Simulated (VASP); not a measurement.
# Cd (Im-3m) in VASP: notebook

The runs below take Cd through single point, with PBEsol.

Everything below comes from runs of VASP 6.6.1. Logs are shortened: lines on timing, memory, paths and dates and some standing lists are left out, and cuts for length are marked.

## Step 1: The cell of the first run

It takes space group Im-3m (No. 229, cubic). The conventional cell has a = 3.630 Å, b = 3.630 Å, c = 3.630 Å, α = 90.00°, β = 90.00°, γ = 90.00°. Within 4.1 Å of Cd (site symmetry m-3m) lie 14 Cd at 3.14 to 3.63 Å.

This isn't the form of Cd at room conditions, which is hcp.

## Step 2: Single point, PBEsol (23.91 Å³/atom)

INCAR reads:

```
SYSTEM = Cd
PREC = Accurate ; ENCUT = 520
EDIFF = 1E-6 ; ISMEAR = -1
SIGMA = 0.1 ; LREAL = .FALSE.
LASPH = .TRUE. ; NELM = 60
ALGO = Normal ; ISIF = 2
LWAVE = .FALSE. ; LCHARG = .FALSE.
GGA = PS ; NBANDS = 12
```

KPOINTS reads:

```
regular mesh
0
G
  14 14 14
  0 0 0
```

POSCAR reads:

```
Cd
1.0
   -1.8148810893      1.8148810893      1.8148810893
    1.8148810893     -1.8148810893      1.8148810893
    1.8148810893      1.8148810893     -1.8148810893
Cd
1
Direct
    0.0000000000      0.0000000000      0.0000000000
```

Potentials or basis: VASP PAW PBE potentials, release 64 (Cd).

On the command line:

```
$ cat potpaw_PBE.64/Cd/POTCAR > POTCAR
$ mpirun -np 1 vasp_std > vasp.out
```

OUTCAR:

```text
SYSTEM = Cd
   PREC = Accurate
   ENCUT = 520
   EDIFF = 1E-6
   ISMEAR = -1
   LREAL = .FALSE.
   LASPH = .TRUE.
   NELM = 60
   ISIF = 2
   GGA = PS

 ion  position               nearest neighbor table
   1  0.000  0.000  0.000-

  LATTYP: Found a body centered cubic cell.
 ALAT       =     3.6297621786

  Lattice vectors:

 A1 = (  -1.8148810893,   1.8148810893,   1.8148810893)
 A2 = (   1.8148810893,  -1.8148810893,   1.8148810893)
 A3 = (   1.8148810893,   1.8148810893,  -1.8148810893)

Analysis of symmetry for initial positions (statically):
=====================================================================
 Subroutine PRICEL returns:
 Original cell was already a primitive cell.

 Routine SETGRP: Setting up the symmetry group for a
 body centered cubic supercell.

 Subroutine GETGRP returns: Found 48 space group operations
 (whereof 48 operations were pure point group operations)
 out of a pool of 48 trial point group operations.

The static configuration has the point symmetry O_h .

Analysis of symmetry for dynamics (positions and initial velocities):
=====================================================================
 Subroutine PRICEL returns:
 Original cell was already a primitive cell.

 Routine SETGRP: Setting up the symmetry group for a
 body centered cubic supercell.

 Subroutine GETGRP returns: Found 48 space group operations
 (whereof 48 operations were pure point group operations)
 out of a pool of 48 trial point group operations.

The dynamic configuration has the point symmetry O_h .

 Subroutine INISYM returns: Found 48 space group operations
 (whereof 48 operations are pure point group operations),
 and found     1 'primitive' translations

----------------------------------------------------------------------------------------

                                     Primitive cell

  volume of cell :      23.9114

  direct lattice vectors                    reciprocal lattice vectors
    -1.814881089  1.814881089  1.814881089     0.000000000  0.275500143  0.275500143
     1.814881089 -1.814881089  1.814881089     0.275500143  0.000000000  0.275500143
     1.814881089  1.814881089 -1.814881089     0.275500143  0.275500143  0.000000000

  length of vectors
     3.143466256  3.143466256  3.143466256     0.389616039  0.389616039  0.389616039

  position of ions in fractional coordinates (direct lattice)
     0.000000000  0.000000000  0.000000000

  ion indices of the primitive-cell ions
   primitive index   ion index
                 1           1

----------------------------------------------------------------------------------------

 KPOINTS: regular mesh

Automatic generation of k-mesh.
 Grid dimensions read from file:
 generate k-points for:   14   14   14

 Generating k-lattice:

  Cartesian coordinates                     Fractional coordinates (reciprocal lattice)
     0.000000000  0.019678582  0.019678582     0.071428571  0.000000000  0.000000000
     0.019678582  0.000000000  0.019678582     0.000000000  0.071428571  0.000000000
     0.019678582  0.019678582  0.000000000     0.000000000  0.000000000  0.071428571

  Length of vectors
     0.027829717  0.027829717  0.027829717

  Shift w.r.t. Gamma in fractional coordinates (k-lattice)
     0.000000000  0.000000000  0.000000000

 Subroutine IBZKPT returns following result:
 ===========================================

 Found    104 irreducible k-points:

 Following reciprocal coordinates:
            Coordinates               Weight
  0.000000  0.000000  0.000000      1.000000
  0.071429  0.000000  0.000000     12.000000
  0.142857  0.000000  0.000000     12.000000
  0.214286  0.000000  0.000000     12.000000
  0.285714  0.000000  0.000000     12.000000
  0.357143  0.000000  0.000000     12.000000
[... 16 lines left out ...]
  0.285714  0.285714  0.000000     24.000000
  0.357143  0.285714  0.000000     24.000000
 [... further k-points ...]
   k-points           NKPTS =    104   k-points in BZ     NKDIM =    104   number of bands    NBANDS=     12
   number of dos      NEDOS =    301   number of ions     NIONS =      1
   total plane-waves  NPLWV =  13824
   dimension x,y,z NGX =    24 NGY =   24 NGZ =   24
   dimension x,y,z NGXF=    48 NGYF=   48 NGZF=   48
   ions per type =               1
   NGX,Y,Z   is equivalent  to a cutoff of  12.69, 12.69, 12.69 a.u.
   NGXF,Y,Z  is equivalent  to a cutoff of  25.39, 25.39, 25.39 a.u.
 SYSTEM =  Cd
   PREC   = accura    normal or accurate (medium, high low for compatibility)
   ISTART =      0    job   : 0-new  1-cont  2-samecut
   ICHARG =      2    charge: 1-file 2-atom 10-const
   ISPIN  =      1    spin polarized calculation?
   LNONCOLLINEAR =      F non collinear calculations
   LSORBIT =      F    spin-orbit coupling
   LASPH  =      T    aspherical Exc in radial PAW
   ENCUT  =  520.0 eV  38.22 Ry    6.18 a.u.   5.84  5.84  5.84*2*pi/ulx,y,z
   NELM   =     60;   NELMIN=  2; NELMDL= -5     # of ELM steps
   EDIFF  = 0.1E-05   stopping-criterion for ELM
   LREAL  =      F    real-space projection
   EDIFFG = 0.1E-04   stopping-criterion for IOM
   NSW    =      0    number of steps for IOM
   IBRION =     -1    ionic relax: 0-MD 1-quasi-New 2-CG
   NFREE  =      0    steps in history (QN), initial steepest desc. (CG)
   ISIF   =      2    stress and relaxation
   ISYM   =      2    0-nonsym 1-usesym 2-fastsym
   POTIM  = 0.5000    time-step for ionic-motion
   TEBEG  =    0.0;   TEEND  =   0.0 temperature during run
   PSTRESS=    0.0 pullay stress
   NELECT =      12.0000    total number of electrons
   NUPDOWN=      -1.0000    fix difference up-down
   EMIN   =  10.00;   EMAX   =-10.00  energy-range for DOS
   EFERMI =   0.00;   METHOD = LEGACY
   ISMEAR =    -1;   SIGMA  =   0.10  broadening in eV -4-tet -1-fermi 0-gaus
   EFERMI_NEDOS =   21; number of points for ismear=-14 and -15
   IALGO  =     38    algorithm
   IMIX   =      4    mixing-type and parameters
     AMIX     =   0.40;   BMIX     =  1.00
     AMIX_MAG =   1.60;   BMIX_MAG =  1.00
  volume/ion in A,a.u.               =      23.91       161.36
  Fermi-wavevector in a.u.,A,eV,Ry     =   1.300969  2.458476 23.028151  1.692521
  Thomas-Fermi vector in A             =   2.432134
   LORBIT       =      0    0 simple, 1 ext, 2 COOP (PROOUT), +10 PAW based schemes
   GGA     = PS    functional components
   LHFCALC =     F    Hartree Fock is set to
   AEXX    =    0.0000 exact exchange contribution
   IVDW    =     0    specifies the selected vdW correction
   LEPSILON=     F    determine dielectric tensor
   LRPA    =     F    only Hartree local field effects (RPA)
 non-spin polarized calculation
  energy-cutoff  :      520.00
  volume of cell :       23.91
 maximum number of plane-waves:       682
   NGX = 11   NGY = 11   NGZ = 11

 number of electron      12.0000000 magnetization

 Free energy of the ion-electron system (eV)
  ---------------------------------------------------
  ext. energy  EPLUGINS =         0.00000000
  ---------------------------------------------------
  free energy    TOTEN  =        -1.09487818 eV

  energy without entropy =       -1.08051072  energy(sigma->0) =       -1.08769445

 E-fermi :   2.0258     XC(G=0): -10.6872

 val. band max:        2.0072660097   @ k =  -0.4286   0.4286   0.3571
 cond. band min:       2.0737659788   @ k =   0.3571   0.2857   0.0000
 fundamental gap:      0.0664999691
 Fermi energy:         2.0257977834

 k-point     1 :       0.0000    0.0000    0.0000
  band No.  band energies     occupation
      1      -6.8767      2.00000
      2      -6.8767      2.00000
      3      -6.8767      2.00000
      4      -6.3299      2.00000
      5      -6.3299      2.00000
      6      -6.1318      2.00000
      7      17.1743      0.00000
      8      17.1743      0.00000
      9      17.1743      0.00000
     10      17.2066      0.00000
     11      17.2066      0.00000
     12      17.2066      0.00000

 k-point     2 :       0.0714    0.0000    0.0000
  band No.  band energies     occupation
      1      -6.8904      2.00000
      2      -6.8720      2.00000
      3      -6.8356      2.00000
      4      -6.3453      2.00000
      5      -6.3294      2.00000
      6      -5.9999      2.00000
      7      15.4037      0.00000
      8      16.4240      0.00000
      9      16.4599      0.00000
     10      16.9391      0.00000
     11      16.9691      0.00000
     12      17.3428      0.00000

 k-point     3 :       0.1429    0.0000    0.0000
  band No.  band energies     occupation
      1      -6.9287      2.00000
      2      -6.8788      2.00000
      3      -6.7184      2.00000
      4      -6.3823      2.00000
      5      -6.3278      2.00000
      6      -5.5883      2.00000
      7      12.6555      0.00000
      8      15.1000      0.00000
      9      15.1610      0.00000
     10      16.4564      0.00000
     11      16.5302      0.00000
     12      17.8111      0.00000
[... 286 lines left out ...]
 k-point    23 :       0.2857    0.2857    0.0000
  band No.  band energies     occupation
      1      -7.1109      2.00000
      2      -6.8206      2.00000
      3      -6.5576      2.00000
      4      -6.3494      2.00000
      5      -6.2160      2.00000
      6       0.5279      2.00000
      7       3.8110      0.00000
      8       4.5789      0.00000
      9      11.0029      0.00000
     10      17.7709      0.00000
     11      18.6851      0.00000
     12      21.4672      0.00000

 k-point    24 :       0.3571    0.2857    0.0000
  band No.  band energies     occupation
      1      -7.1123      2.00000
      2      -6.7743      2.00000
      3      -6.6058      2.00000
      4      -6.3160      2.00000
      5      -6.2396      2.00000
      6       2.0738      0.76465
      7       2.3612      0.06754
      8       4.1267      0.00000
      9      10.9044      0.00000
     10      17.9790      0.00000
     11      19.1004      0.00000
     12      20.5688      0.00000

 [... further k-points ...]
[... 5 lines left out ...]
  --------------------------------------------------------------------------------------
  -------------------------------------------------------------------------------------
  Total       -0.6045257     -0.6045257     -0.6045257      0.0000000      0.0000000      0.0000000
  in kB      -40.5061354    -40.5061354    -40.5061354      0.0000000      0.0000000      0.0000000
  external PRESSURE =     -40.5061354 kB  Pullay stress =       0.0000000 kB

 VOLUME and BASIS-vectors are now :
 -----------------------------------------------------------------------------
  energy-cutoff  :      520.00
  volume of cell :       23.91
      direct lattice vectors                 reciprocal lattice vectors
    -1.814881089  1.814881089  1.814881089     0.000000000  0.275500143  0.275500143
     1.814881089 -1.814881089  1.814881089     0.275500143  0.000000000  0.275500143
     1.814881089  1.814881089 -1.814881089     0.275500143  0.275500143  0.000000000

 POSITION                                       TOTAL-FORCE (eV/Angst)
 -----------------------------------------------------------------------------------
      0.00000      0.00000      0.00000         0.000000      0.000000     -0.000000
 -----------------------------------------------------------------------------------
    total drift:                                0.000000      0.000000      0.000000

  FREE ENERGIE OF THE ION-ELECTRON SYSTEM (eV)
  ---------------------------------------------------
  free  energy   TOTEN  =        -1.0948781813 eV

  energy  without entropy=       -1.0805107220  energy(sigma->0) =       -1.08769445
```

Run time: 26 s. Hardware: 1 thread of Intel Xeon 8259CL, shared host; peak memory 0.16 GiB.

Results:

```yaml
Free_energy: -1.0949 eV
Pressure: -4.1 GPa
Band_gap_on_the_k_mesh: zero (bands 6 and 7 overlap by 4.40 eV)
```

Caveat: the cell stands under tension; the PAW data sets were made with another functional, which shifts forces and pressure a little.

## Step 3: Single point, PBEsol

This run uses another cell than the first one, of 21.35 Å³/atom.

INCAR reads:

```
SYSTEM = Cd
PREC     = Accurate       ! precision mode
ENCUT    = 520            ! plane-wave cutoff, eV
EDIFF    = 1E-7           ! SCF threshold, eV
ISMEAR   = -1             ! smearing method
SIGMA    = 0.1            ! smearing width, eV
LREAL    = .FALSE.        ! projectors in reciprocal space
LASPH    = .TRUE.         ! aspherical terms in the spheres
NELM     = 60             ! most SCF steps
ALGO     = Normal         ! electronic algorithm
ISIF     = 2              ! what is computed and relaxed
LWAVE    = .FALSE.        ! write WAVECAR
LCHARG   = .TRUE.         ! write CHGCAR
GGA      = PS             ! functional
LELF     = .TRUE.         ! ELF
LVHAR    = .TRUE.       
NBANDS   = 12             ! bands
```

KPOINTS reads:

```
Automatic mesh
0
G
  21 21 21
  0 0 0
```

POSCAR reads:

```
Cd
1.0
   -1.7476005304      1.7476005304      1.7476005304
    1.7476005304     -1.7476005304      1.7476005304
    1.7476005304      1.7476005304     -1.7476005304
Cd
1
Direct
    0.0000000000      0.0000000000      0.0000000000
```

Potentials or basis: VASP PAW PBE potentials, release 64 (Cd).

On the command line:

```
$ cat potpaw_PBE.64/Cd/POTCAR > POTCAR
$ mpirun -np 1 vasp_std > vasp.out
```

OUTCAR:

```text
SYSTEM = Cd
   PREC = Accurate
   ENCUT = 520
   EDIFF = 1E-7
   ISMEAR = -1
   LREAL = .FALSE.
   LASPH = .TRUE.
   NELM = 60
   ISIF = 2
   GGA = PS

 ion  position               nearest neighbor table
   1  0.000  0.000  0.000-

  LATTYP: Found a body centered cubic cell.
 ALAT       =     3.4952010608

  Lattice vectors:

 A1 = (  -1.7476005304,   1.7476005304,   1.7476005304)
 A2 = (   1.7476005304,  -1.7476005304,   1.7476005304)
 A3 = (   1.7476005304,   1.7476005304,  -1.7476005304)

Analysis of symmetry for initial positions (statically):
[... 528 lines left out ...]
      5      -5.7033      2.00000
      6      -4.1949      2.00000
      7      10.5537      0.00000
      8      12.8868      0.00000
      9      14.8556      0.00000
     10      18.0464      0.00000
     11      19.8944      0.00000
     12      20.1587      0.00000

 [... further k-points ...]
[... 5 lines left out ...]
  --------------------------------------------------------------------------------------
  -------------------------------------------------------------------------------------
  Total        0.0405996      0.0405996      0.0405996     -0.0000000      0.0000000     -0.0000000
  in kB        3.0468167      3.0468167      3.0468167     -0.0000000      0.0000000     -0.0000000
  external PRESSURE =       3.0468167 kB  Pullay stress =       0.0000000 kB

 VOLUME and BASIS-vectors are now :
 -----------------------------------------------------------------------------
  energy-cutoff  :      520.00
  volume of cell :       21.35
      direct lattice vectors                 reciprocal lattice vectors
    -1.747600530  1.747600530  1.747600530     0.000000000  0.286106574  0.286106574
     1.747600530 -1.747600530  1.747600530     0.286106574  0.000000000  0.286106574
     1.747600530  1.747600530 -1.747600530     0.286106574  0.286106574  0.000000000

 POSITION                                       TOTAL-FORCE (eV/Angst)
 -----------------------------------------------------------------------------------
      0.00000      0.00000      0.00000         0.000000      0.000000      0.000000
 -----------------------------------------------------------------------------------
    total drift:                                0.000000      0.000000      0.000000

  FREE ENERGIE OF THE ION-ELECTRON SYSTEM (eV)
  ---------------------------------------------------
  free  energy   TOTEN  =        -1.1314217122 eV

  energy  without entropy=       -1.1184159852  energy(sigma->0) =       -1.12491885
```

Wall time 62 s (1 thread of Intel Xeon 8259CL, shared host); peak memory 0.19 GiB.

Results:

```
Free energy            : -1.1314 eV
Pressure               : 0.3 GPa
Band gap on the k mesh : zero (bands 6 and 7 overlap by 3.91 eV)
```

Levels at points of the mesh, in eV from the Fermi level:
| k point | band 4 | band 5 | band 6 | band 7 | band 8 | band 9 |
| --- | --- | --- | --- | --- | --- | --- |
| (0.00, 0.00, 0.00) | -9.08 | -8.62 | -8.62 | 15.59 | 15.59 | 15.59 |

Caveat: the PAW data sets were made with another functional, which shifts forces and pressure a little.
